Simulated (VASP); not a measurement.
# AgBr (Fm-3m) in VASP: further runs, part 2 of 3

VASP 6.6.1. The steps go on from the part before.

**4. Phonons, r2SCAN**

This run uses another cell than the first one, of 22.51 Å³/atom.

File INCAR:

```
SYSTEM = AgBr
PREC = Accurate
ENCUT = 550
EDIFF = 1E-8
ISMEAR = 0
SIGMA = 0.01
LREAL = .FALSE.
LASPH = .TRUE.
NELM = 120
ALGO = Normal
ISIF = 2
LWAVE = .FALSE.
LCHARG = .TRUE.
METAGGA = R2SCAN
LMIXTAU = .TRUE.
IBRION = 6
NFREE = 2
POTIM = 0.015
NSW = 1
GGA_COMPAT = .FALSE.
```

File KPOINTS:

```
Automatic mesh
0
G
  8 8 8
  0 0 0
```

File POSCAR:

```
AgBr
1.0
    2.8235851708      2.8235851708      0.0000000000
   -2.8235851708      2.8235851708      0.0000000000
    0.0000000000      2.8235851708      2.8235851708
Ag Br
1 1
Direct
    0.0000000000      0.0000000000      0.0000000000
    0.5000000000      0.5000000000      0.0000000000
```

Potentials or basis: VASP PAW PBE potentials, release 64 (Ag, Br).

The run is started by

```sh
> cat potpaw_PBE.64/Ag/POTCAR potpaw_PBE.64/Br/POTCAR > POTCAR
> mpirun -np 1 vasp_std > vasp.out
```

OUTCAR:

```text
SYSTEM = AgBr
   PREC = Accurate
   ENCUT = 550
   EDIFF = 1E-8
   ISMEAR = 0
   LREAL = .FALSE.
   LASPH = .TRUE.
   NELM = 120
   ISIF = 2
   METAGGA = R2SCAN
   IBRION = 6
   NFREE = 2
   POTIM = 0.015
   NSW = 1

 ion  position               nearest neighbor table
   1  0.000  0.000  0.000-   2 2.82   2 2.82   2 2.82   2 2.82   2 2.82   2 2.82
   2  0.500  0.500  0.000-   1 2.82   1 2.82   1 2.82   1 2.82   1 2.82   1 2.82

  LATTYP: Found a face centered cubic cell.
 ALAT       =     5.6471703416

  Lattice vectors:

 A1 = (   0.0000000000,   2.8235851708,   2.8235851708)
 A2 = (   2.8235851708,   0.0000000000,   2.8235851708)
 A3 = (   2.8235851708,   2.8235851708,   0.0000000000)

Analysis of symmetry for initial positions (statically):
=====================================================================
 Subroutine PRICEL returns:
 Original cell was already a primitive cell.

 Routine SETGRP: Setting up the symmetry group for a
 face centered cubic supercell.

 Subroutine GETGRP returns: Found 48 space group operations
 (whereof 48 operations were pure point group operations)
 out of a pool of 48 trial point group operations.

The static configuration has the point symmetry O_h .

Analysis of symmetry for dynamics (positions and initial velocities):
=====================================================================
 Subroutine PRICEL returns:
 Original cell was already a primitive cell.

 Routine SETGRP: Setting up the symmetry group for a
 face centered cubic supercell.

 Subroutine GETGRP returns: Found 48 space group operations
[... 316 lines left out ...]
      2       0.9416      2.00000
      3       0.9416      2.00000
      4       0.9432      2.00000
      5       0.9446      2.00000
      6       0.9494      2.00000
      7       1.7272      2.00000
      8       1.7272      2.00000
      9       1.7302      2.00000
     10       5.2047      0.00000
     11      14.3515      0.00000
     12      14.3517      0.00000
     13      14.3517      0.00000
[... 354 lines left out ...]
  band No.  band energies     occupation
      1     -11.4440      2.00000
      2      -1.3651      2.00000
      3      -0.5652      2.00000
      4      -0.5238      2.00000
      5       1.2342      2.00000
      6       1.2919      2.00000
      7       1.6014      2.00000
      8       2.6763      2.00000
      9       3.2872      2.00000
     10       9.0418      0.00000
     11       9.6505      0.00000
     12      12.4129      0.00000
     13      12.4966      0.00000

 [... further k-points ...]

------------------------ aborting loop because EDIFF is reached ----------------------------------------

  FORCE on cell =-STRESS in cart. coord.  units (eV):
  Direction    XX          YY          ZZ          XY          YZ          ZX
  --------------------------------------------------------------------------------------
  -------------------------------------------------------------------------------------
  Total        1.1075515      1.1034959      1.1034959      0.0000000      0.0000000      0.0000000
  in kB       39.4132142     39.2688917     39.2688917      0.0000000      0.0000000      0.0000000
  external PRESSURE =      39.3169992 kB  Pullay stress =       0.0000000 kB
[... 17 lines left out ...]
  FREE ENERGIE OF THE ION-ELECTRON SYSTEM (eV)
  ---------------------------------------------------
  free  energy   TOTEN  =       -35.4753014736 eV

  energy  without entropy=      -35.4753014736  energy(sigma->0) =      -35.47530147

 INTERNAL STRAIN TENSORS FROM DISPLACED ATOMS
 ============================================

 INTERNAL STRAIN TENSOR FOR ION    1 for displacements in x,y,z  (eV/Angst):
          X           Y           Z          XY          YZ          ZX
  --------------------------------------------------------------------------------
  x     0.00000     0.00000     0.00000     0.00000     0.00000     0.00000
  y     0.00000     0.00000     0.00000     0.00000     0.00000     0.00000
  z     0.00000     0.00000     0.00000     0.00000     0.00000     0.00000

 INTERNAL STRAIN TENSOR FOR ION    2 for displacements in x,y,z  (eV/Angst):
          X           Y           Z          XY          YZ          ZX
  --------------------------------------------------------------------------------
  x     0.00000     0.00000     0.00000     0.00000     0.00000     0.00000
  y     0.00000     0.00000     0.00000     0.00000     0.00000     0.00000
  z     0.00000     0.00000     0.00000     0.00000     0.00000     0.00000

 Eigenvectors and eigenvalues of the dynamical matrix
 ----------------------------------------------------

   1 f  =    3.189741 THz    20.041734 2PiTHz  106.398307 cm-1    13.191703 meV
             X         Y         Z           dx          dy          dz
      0.000000  0.000000  0.000000    -0.092850    0.645385    0.038345
      0.000000  2.823585  0.000000     0.107643   -0.748213   -0.044454
[... 21 lines left out ...]
   6 f/i=    0.003470 THz     0.021805 2PiTHz    0.115760 cm-1     0.014352 meV
             X         Y         Z           dx          dy          dz
      0.000000  0.000000  0.000000    -0.024225   -0.180701   -0.734947
      0.000000  2.823585  0.000000    -0.020896   -0.155867   -0.633942

 ELASTIC MODULI CONTR FROM IONIC RELAXATION (kBar)
 Direction    XX          YY          ZZ          XY          YZ          ZX
 --------------------------------------------------------------------------------
 XX           0.0000      0.0000      0.0000      0.0000      0.0000      0.0000
 YY           0.0000      0.0000      0.0000      0.0000      0.0000      0.0000
 ZZ           0.0000      0.0000      0.0000      0.0000      0.0000      0.0000
 XY           0.0000      0.0000      0.0000      0.0000      0.0000      0.0000
 YZ           0.0000      0.0000      0.0000      0.0000      0.0000      0.0000
 ZX           0.0000      0.0000      0.0000      0.0000      0.0000      0.0000
 --------------------------------------------------------------------------------
```

OSZICAR:

```text
N       E                     dE             d eps       ncg     rms          rms(c)
DAV:   1     0.750251945816E+02    0.75025E+02   -0.92531E+03   770   0.134E+03
DAV:   2    -0.355285077910E+02   -0.11055E+03   -0.10272E+03   889   0.261E+02
DAV:   3    -0.401624787397E+02   -0.46340E+01   -0.46181E+01   894   0.566E+01
[... 66 lines left out ...]
DAV:   8    -0.354753013446E+02   -0.21860E-06   -0.17978E-07  1579   0.508E-03    0.509E-04
DAV:   9    -0.354753014653E+02   -0.12071E-06   -0.55939E-08  1609   0.223E-03    0.430E-04
DAV:  10    -0.354753014519E+02    0.13358E-07   -0.24408E-08  1473   0.218E-03    0.221E-04
DAV:  11    -0.354753014730E+02   -0.21110E-07   -0.39835E-09   812   0.708E-04    0.236E-04
DAV:  12    -0.354753014736E+02   -0.52455E-09   -0.36673E-10   807   0.190E-04
   5 F= -.35475301E+02 E0= -.35475301E+02  d E =-.131365E-32
```

stdout:

```text
POSCAR found type information on POSCAR AgBr
 POSCAR found :  2 types and       2 ions
 scaLAPACK will be used
 -----------------------------------------------------------------------------
|                                                                             |
|                                                                             |
|     You enforced a specific xc type in the INCAR file but a different       |
|     I HOPE YOU KNOW WHAT YOU ARE DOING!                                     |
|                                                                             |
 -----------------------------------------------------------------------------

 LDA part: xc-table for (None), standard interpolation
 POSCAR, INCAR and KPOINTS ok, starting setup
 FFT: planning ... GRIDC
 FFT: planning ... GRID_SOFT
 FFT: planning ... GRID
 WAVECAR not read
 entering main loop
 Found     2 degrees of freedom:
 Finite differences POTIM= 0.01500 DOF=   2
 bond charge predicted
 Finite differences progress:
 bond charge predicted
 Finite differences progress:
 bond charge predicted
 Finite differences progress:
 bond charge predicted
 Finite differences progress:
```

It took 3.2 min on 1 thread of Intel Xeon 6975P-C (Granite Rapids), shared host; peak memory 0.24 GiB.

Results:

| Property | Result |
| --- | --- |
| Highest phonon frequency at Γ, LO-TO splitting left out | 106 cm⁻¹ |

Phonon frequencies in cm⁻¹ (negative: imaginary):
```tsv
q point	frequencies
(0.000, 0.000, 0.000)	0 0 0 106 106 106
```

Caveat: the cell stands under pressure or tension, which shifts response properties; the PAW data sets were made with another functional, which shifts forces and pressure a little.

**5. Phonons, r2SCAN**

This run uses another cell than the first one, of 23.26 Å³/atom.

File INCAR:

```
SYSTEM = AgBr
  PREC = Accurate
  ENCUT = 550
  EDIFF = 1E-8
  ISMEAR = 0
  SIGMA = 0.01
  LREAL = .False.
  LASPH = .True.
  NELM = 120
  ALGO = Normal
  ISIF = 2
  LWAVE = .False.
  LCHARG = .False.
  METAGGA = R2SCAN
  LMIXTAU = .True.
  NBANDS = 16
  IBRION = 6
  NFREE = 2
  POTIM = 0.015
  NSW = 1
  GGA_COMPAT = .False.
```

File KPOINTS:

```
Automatic mesh
0
Gamma
  8 8 8
  0 0 0
```

File POSCAR:

```
AgBr
1.0
    2.8545261007      2.8545261007      0.0000000000
   -2.8545261007      2.8545261007      0.0000000000
    0.0000000000      2.8545261007      2.8545261007
Ag Br
1 1
Direct
    0.0000000000      0.0000000000      0.0000000000
    0.5000000000      0.5000000000      0.0000000000
```

Potentials or basis: VASP PAW PBE potentials, release 64 (Ag, Br).

The run is started by

```sh
> cat potpaw_PBE.64/Ag/POTCAR potpaw_PBE.64/Br/POTCAR > POTCAR
> mpirun -np 1 vasp_std > vasp.out
```

OUTCAR:

```text
SYSTEM = AgBr
   PREC = Accurate
   ENCUT = 550
   EDIFF = 1E-8
   ISMEAR = 0
   LREAL = .False.
   LASPH = .True.
   NELM = 120
   ISIF = 2
   METAGGA = R2SCAN
   IBRION = 6
   NFREE = 2
   POTIM = 0.015
   NSW = 1

 ion  position               nearest neighbor table
   1  0.000  0.000  0.000-   2 2.85   2 2.85   2 2.85   2 2.85   2 2.85   2 2.85
   2  0.500  0.500  0.000-   1 2.85   1 2.85   1 2.85   1 2.85   1 2.85   1 2.85

  LATTYP: Found a face centered cubic cell.
 ALAT       =     5.7090522014

  Lattice vectors:

 A1 = (   0.0000000000,   2.8545261007,   2.8545261007)
 A2 = (   2.8545261007,   0.0000000000,   2.8545261007)
 A3 = (   2.8545261007,   2.8545261007,   0.0000000000)

Analysis of symmetry for initial positions (statically):
[... 799 lines left out ...]
  Total        0.5688190      0.5652797      0.5652797      0.0000000      0.0000000      0.0000000
  in kB       19.5908218     19.4689237     19.4689237      0.0000000      0.0000000      0.0000000
  external PRESSURE =      19.5095564 kB  Pullay stress =       0.0000000 kB
[... 17 lines left out ...]
  FREE ENERGIE OF THE ION-ELECTRON SYSTEM (eV)
  ---------------------------------------------------
  free  energy   TOTEN  =       -35.5029481409 eV

  energy  without entropy=      -35.5029481409  energy(sigma->0) =      -35.50294814

 INTERNAL STRAIN TENSORS FROM DISPLACED ATOMS
 ============================================

 INTERNAL STRAIN TENSOR FOR ION    1 for displacements in x,y,z  (eV/Angst):
          X           Y           Z          XY          YZ          ZX
  --------------------------------------------------------------------------------
  x     0.00000     0.00000     0.00000     0.00000     0.00000     0.00000
  y     0.00000     0.00000     0.00000     0.00000     0.00000     0.00000
  z     0.00000     0.00000     0.00000     0.00000     0.00000     0.00000

 INTERNAL STRAIN TENSOR FOR ION    2 for displacements in x,y,z  (eV/Angst):
          X           Y           Z          XY          YZ          ZX
  --------------------------------------------------------------------------------
  x     0.00000     0.00000     0.00000     0.00000     0.00000     0.00000
  y     0.00000     0.00000     0.00000     0.00000     0.00000     0.00000
  z     0.00000     0.00000     0.00000     0.00000     0.00000     0.00000

 Eigenvectors and eigenvalues of the dynamical matrix
 ----------------------------------------------------

   1 f  =    2.862557 THz    17.985974 2PiTHz   95.484610 cm-1    11.838577 meV
             X         Y         Z           dx          dy          dz
      0.000000  0.000000  0.000000     0.000000   -0.651351   -0.000000
      0.000000  2.854526  0.000000     0.000000    0.758776    0.000000
[... 21 lines left out ...]
   6 f/i=    0.003703 THz     0.023266 2PiTHz    0.123515 cm-1     0.015314 meV
             X         Y         Z           dx          dy          dz
      0.000000  0.000000  0.000000     0.679827   -0.337012   -0.000000
      0.000000  2.854526  0.000000     0.583579   -0.289299    0.000000

 ELASTIC MODULI CONTR FROM IONIC RELAXATION (kBar)
 Direction    XX          YY          ZZ          XY          YZ          ZX
 --------------------------------------------------------------------------------
 XX           0.0000      0.0000      0.0000      0.0000      0.0000      0.0000
 YY           0.0000      0.0000      0.0000      0.0000      0.0000      0.0000
 ZZ           0.0000      0.0000      0.0000      0.0000      0.0000      0.0000
 XY           0.0000      0.0000      0.0000      0.0000      0.0000      0.0000
 YZ           0.0000      0.0000      0.0000      0.0000      0.0000      0.0000
 ZX           0.0000      0.0000      0.0000      0.0000      0.0000      0.0000
 --------------------------------------------------------------------------------
```

stdout:

```text
POSCAR found type information on POSCAR AgBr
 POSCAR found :  2 types and       2 ions
 scaLAPACK will be used
 -----------------------------------------------------------------------------
|                                                                             |
|                                                                             |
|     You enforced a specific xc type in the INCAR file but a different       |
|     I HOPE YOU KNOW WHAT YOU ARE DOING!                                     |
|                                                                             |
 -----------------------------------------------------------------------------

 LDA part: xc-table for (None), standard interpolation
 POSCAR, INCAR and KPOINTS ok, starting setup
 FFT: planning ... GRIDC
 FFT: planning ... GRID_SOFT
 FFT: planning ... GRID
 WAVECAR not read
 entering main loop
 Found     2 degrees of freedom:
 Finite differences POTIM= 0.01500 DOF=   2
 bond charge predicted
 Finite differences progress:
 bond charge predicted
 Finite differences progress:
 bond charge predicted
 Finite differences progress:
 bond charge predicted
 Finite differences progress:
```

It took 4.1 min on 1 thread of Intel Xeon 6975P-C (Granite Rapids), shared host; peak memory 0.24 GiB.

Results:

```
Highest phonon frequency at Γ, LO-TO splitting left out : 95 cm⁻¹
```

Phonon frequencies in cm⁻¹ (negative: imaginary):
| q point | frequencies |
| --- | --- |
| (0.000, 0.000, 0.000) | 0 0 0 95 95 95 |

Caveat: the cell stands under pressure or tension, which shifts response properties; the PAW data sets were made with another functional, which shifts forces and pressure a little.

[end of part 2 of 3]
